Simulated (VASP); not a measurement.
AlN (rocksalt type), 2 atoms in the cell. The structure is cubic, space group Fm-3m (No. 225). The conventional cell has a = 3.286 Å, b = 3.286 Å, c = 3.286 Å, α = 90.00°, β = 90.00°, γ = 90.00°. Within 2.2 Å of Al (site symmetry m-3m) lie 6 N at 1.64 Å. N (site symmetry m-3m) has 6 Al at 1.64 Å within 2.2 Å.  This cell differs from its parent crystal: volume scaled by 0.55.

| Property | Result |
| --- | --- |
| Program | VASP 6.6.1 |
| Task | density of states |
| Functional | LDA |
| Potentials or basis | VASP PAW LDA potentials, release 64 (Al, N) |
| Cutoff | 520 eV |
| k mesh | 15 × 15 × 15 |
| Occupations | fermi-dirac, width 0.1 eV |
| Spin | no spin polarisation |
| Dipole correction | no |
| k mesh for the DOS | 23 × 23 × 23 |
| Occupations for the DOS | tetrahedron |
| Further INCAR settings | ALGO = Normal; EDIFF = 1e-06; NBANDS = 11 |

Potentials or basis: VASP PAW LDA potentials, release 64 (Al, N).

The run is started by

```sh
$ cat potpaw_LDA.64/Al/POTCAR potpaw_LDA.64/N/POTCAR > POTCAR
$ cp INCAR.step1 INCAR
$ cp KPOINTS.step1 KPOINTS
$ mpirun -np 1 vasp_std > vasp.out
$ cp INCAR.step2 INCAR
$ cp KPOINTS.step2 KPOINTS
$ mpirun -np 1 vasp_std > vasp.out
```

Hardware: 1 thread of Intel(R) Xeon(R) 6975P-C (Granite Rapids) (shared host).

**Question.** How long does it take, and how much memory?

**Answer.** Wall time 12 s on 1 thread of Intel(R) Xeon(R) 6975P-C (Granite Rapids) (shared host), peak memory 0.14 GiB. Counts: k points 364.
